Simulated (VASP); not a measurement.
# ZnSe (Stilleite) (F-43m) in VASP: single point with PBEsol

Aim: the single point of ZnSe (Stilleite) with PBEsol.

All numbers are computed with VASP 6.6.1; they aren't measurements. Logs are shortened: lines on timing, memory, paths and dates and some standing lists are left out, and cuts for length are marked.

### 1 The cell of the first run

The structure is cubic, space group F-43m (No. 216). The conventional cell has a = 5.668 Å, b = 5.668 Å, c = 5.668 Å, α = 90.00°, β = 90.00°, γ = 90.00°. Zn (site symmetry -43m) has 4 Se at 2.45 Å within 3.2 Å. Se (site symmetry -43m) has 4 Zn at 2.45 Å within 3.2 Å.

### 2 Single point, PBEsol

The input, INCAR:

```
PREC = Accurate
ENCUT = 500
EDIFF = 1E-6
ISMEAR = 0
SIGMA = 0.01
LREAL = F
LASPH = T
NELM = 120
ALGO = Normal
ISIF = 2
LWAVE = F
LCHARG = F
GGA = PS
NBANDS = 16
GGA_COMPAT = F
```

The input, KPOINTS:

```
regular mesh
0
Gamma
  3 3 3
```

The input, POSCAR:

```
ZnSe
1.0
    0.0000000000      2.8338000000      2.8338000000
    2.8338000000      0.0000000000      2.8338000000
    2.8338000000      2.8338000000      0.0000000000
Zn Se
1 1
Direct
    0.0000000000      0.0000000000      0.0000000000
    0.2500000000      0.2500000000      0.2500000000
```

Potentials or basis: VASP PAW PBE potentials, release 64 (Zn, Se).

Run with:

```
> cat potpaw_PBE.64/Zn/POTCAR potpaw_PBE.64/Se/POTCAR > POTCAR
> mpirun -np 1 vasp_std > vasp.out
```

OUTCAR:

```text
PREC = Accurate
   ENCUT = 500
   EDIFF = 1E-6
   ISMEAR = 0
   LREAL = F
   LASPH = T
   NELM = 120
   ISIF = 2
   GGA = PS

 ion  position               nearest neighbor table
   1  0.000  0.000  0.000-   2 2.45   2 2.45   2 2.45   2 2.45
   2  0.250  0.250  0.250-   1 2.45   1 2.45   1 2.45   1 2.45

  LATTYP: Found a face centered cubic cell.
 ALAT       =     5.6676000000

  Lattice vectors:

 A1 = (   0.0000000000,   2.8338000000,   2.8338000000)
 A2 = (   2.8338000000,   0.0000000000,   2.8338000000)
 A3 = (   2.8338000000,   2.8338000000,   0.0000000000)

Analysis of symmetry for initial positions (statically):
=====================================================================
 Subroutine PRICEL returns:
 Original cell was already a primitive cell.

 Routine SETGRP: Setting up the symmetry group for a
 face centered cubic supercell.

 Subroutine GETGRP returns: Found 24 space group operations
 (whereof 24 operations were pure point group operations)
 out of a pool of 48 trial point group operations.

The static configuration has the point symmetry T_d .

Analysis of symmetry for dynamics (positions and initial velocities):
=====================================================================
 Subroutine PRICEL returns:
 Original cell was already a primitive cell.

 Routine SETGRP: Setting up the symmetry group for a
 face centered cubic supercell.

 Subroutine GETGRP returns: Found 24 space group operations
 (whereof 24 operations were pure point group operations)
 out of a pool of 48 trial point group operations.

The dynamic configuration has the point symmetry T_d .

 Subroutine INISYM returns: Found 24 space group operations
 (whereof 24 operations are pure point group operations),
 and found     1 'primitive' translations

----------------------------------------------------------------------------------------

                                     Primitive cell

  volume of cell :      45.5132

  direct lattice vectors                    reciprocal lattice vectors
     0.000000000  2.833800000  2.833800000    -0.176441527  0.176441527  0.176441527
     2.833800000  0.000000000  2.833800000     0.176441527 -0.176441527  0.176441527
     2.833800000  2.833800000  0.000000000     0.176441527  0.176441527 -0.176441527

  length of vectors
     4.007598393  4.007598393  4.007598393     0.305605690  0.305605690  0.305605690

  position of ions in fractional coordinates (direct lattice)
     0.000000000  0.000000000  0.000000000
[... 57 lines left out ...]
   EDIFF  = 0.1E-05   stopping-criterion for ELM
   LREAL  =      F    real-space projection
   EDIFFG = 0.1E-04   stopping-criterion for IOM
   NSW    =      0    number of steps for IOM
   IBRION =     -1    ionic relax: 0-MD 1-quasi-New 2-CG
   NFREE  =      0    steps in history (QN), initial steepest desc. (CG)
   ISIF   =      2    stress and relaxation
   ISYM   =      2    0-nonsym 1-usesym 2-fastsym
   POTIM  = 0.5000    time-step for ionic-motion
   TEBEG  =    0.0;   TEEND  =   0.0 temperature during run
   PSTRESS=    0.0 pullay stress
   NELECT =      18.0000    total number of electrons
   NUPDOWN=      -1.0000    fix difference up-down
   EMIN   =  10.00;   EMAX   =-10.00  energy-range for DOS
   EFERMI =   0.00;   METHOD = LEGACY
   ISMEAR =     0;   SIGMA  =   0.01  broadening in eV -4-tet -1-fermi 0-gaus
   EFERMI_NEDOS =   21; number of points for ismear=-14 and -15
   IALGO  =     38    algorithm
   IMIX   =      4    mixing-type and parameters
     AMIX     =   0.40;   BMIX     =  1.00
     AMIX_MAG =   1.60;   BMIX_MAG =  1.00
  volume/ion in A,a.u.               =      22.76       153.57
  Fermi-wavevector in a.u.,A,eV,Ry     =   1.201673  2.270834 19.647073  1.444019
  Thomas-Fermi vector in A             =   2.337476
   LORBIT       =      0    0 simple, 1 ext, 2 COOP (PROOUT), +10 PAW based schemes
   GGA     = PS    functional components
   LHFCALC =     F    Hartree Fock is set to
   AEXX    =    0.0000 exact exchange contribution
   IVDW    =     0    specifies the selected vdW correction
   LEPSILON=     F    determine dielectric tensor
   LRPA    =     F    only Hartree local field effects (RPA)
 non-spin polarized calculation
 Gauss-broadening in eV      SIGMA  =   0.01
  energy-cutoff  :      500.00
  volume of cell :       45.51
 maximum number of plane-waves:      1150
 NGX is ok and might be reduce to    30
   NGX = 15   NGY = 15   NGZ = 15

 number of electron      18.0000012 magnetization

 Free energy of the ion-electron system (eV)
  ---------------------------------------------------
  ext. energy  EPLUGINS =         0.00000000
  ---------------------------------------------------
  free energy    TOTEN  =        -6.47651347 eV

  energy without entropy =       -6.47651347  energy(sigma->0) =       -6.47651347

 E-fermi :   1.6525     XC(G=0):  -9.4831

 val. band max:        1.5899690577   @ k =   0.0000   0.0000   0.0000
 cond. band min:       2.7150521360   @ k =   0.0000   0.0000   0.0000
 fundamental gap:      1.1250830783
 Fermi energy:         1.6525486587

 k-point     1 :       0.0000    0.0000    0.0000
  band No.  band energies     occupation
      1     -11.6821      2.00000
      2      -5.0657      2.00000
      3      -5.0657      2.00000
      4      -5.0657      2.00000
      5      -4.7049      2.00000
      6      -4.7049      2.00000
[... 53 lines left out ...]
      3      -4.8873      2.00000
      4      -4.7466      2.00000
      5      -4.6969      2.00000
      6      -4.4677      2.00000
[... 8 lines left out ...]
     15      12.6152      0.00000
     16      16.9843      0.00000

------------------------ aborting loop because EDIFF is reached ----------------------------------------

  FORCE on cell =-STRESS in cart. coord.  units (eV):
  Direction    XX          YY          ZZ          XY          YZ          ZX
  --------------------------------------------------------------------------------------
  -------------------------------------------------------------------------------------
  Total        0.1358103      0.1358103      0.1358103      0.0000000      0.0000000     -0.0000000
  in kB        4.7808548      4.7808548      4.7808548      0.0000000      0.0000000     -0.0000000
  external PRESSURE =       4.7808548 kB  Pullay stress =       0.0000000 kB

 VOLUME and BASIS-vectors are now :
 -----------------------------------------------------------------------------
  energy-cutoff  :      500.00
  volume of cell :       45.51
      direct lattice vectors                 reciprocal lattice vectors
     0.000000000  2.833800000  2.833800000    -0.176441527  0.176441527  0.176441527
     2.833800000  0.000000000  2.833800000     0.176441527 -0.176441527  0.176441527
     2.833800000  2.833800000  0.000000000     0.176441527  0.176441527 -0.176441527

 POSITION                                       TOTAL-FORCE (eV/Angst)
 -----------------------------------------------------------------------------------
      0.00000      0.00000      0.00000         0.000000      0.000000      0.000000
      1.41690      1.41690      1.41690        -0.000000     -0.000000     -0.000000
 -----------------------------------------------------------------------------------
    total drift:                               -0.000000     -0.000000     -0.000000

  FREE ENERGIE OF THE ION-ELECTRON SYSTEM (eV)
  ---------------------------------------------------
  free  energy   TOTEN  =        -6.4765134652 eV

  energy  without entropy=       -6.4765134652  energy(sigma->0) =       -6.47651347
```

stdout:

```text
POSCAR found type information on POSCAR ZnSe
 POSCAR found :  2 types and       2 ions
 scaLAPACK will be used
 -----------------------------------------------------------------------------
|                                                                             |
|                                                                             |
|     You enforced a specific xc type in the INCAR file but a different       |
|     I HOPE YOU KNOW WHAT YOU ARE DOING!                                     |
|                                                                             |
 -----------------------------------------------------------------------------

 LDA part: xc-table for (Slater+PW92), standard interpolation
 POSCAR, INCAR and KPOINTS ok, starting setup
 FFT: planning ... GRIDC
 FFT: planning ... GRID_SOFT
 FFT: planning ... GRID
 WAVECAR not read
 entering main loop
```

Wall time 7.3 s (1 thread of Intel Xeon 8259CL, shared host); peak memory 0.16 GiB.

Results:

```yaml
Free_energy: -6.4765 eV
Pressure: 0.5 GPa
Band_gap_on_the_k_mesh: 1.13 eV, direct
```

Caveat: the k points lie up to 0.64 Å⁻¹ apart; the PAW data sets were made with another functional, which shifts forces and pressure a little. PBEsol gaps usually lie below the measured ones, often by a third to a half.
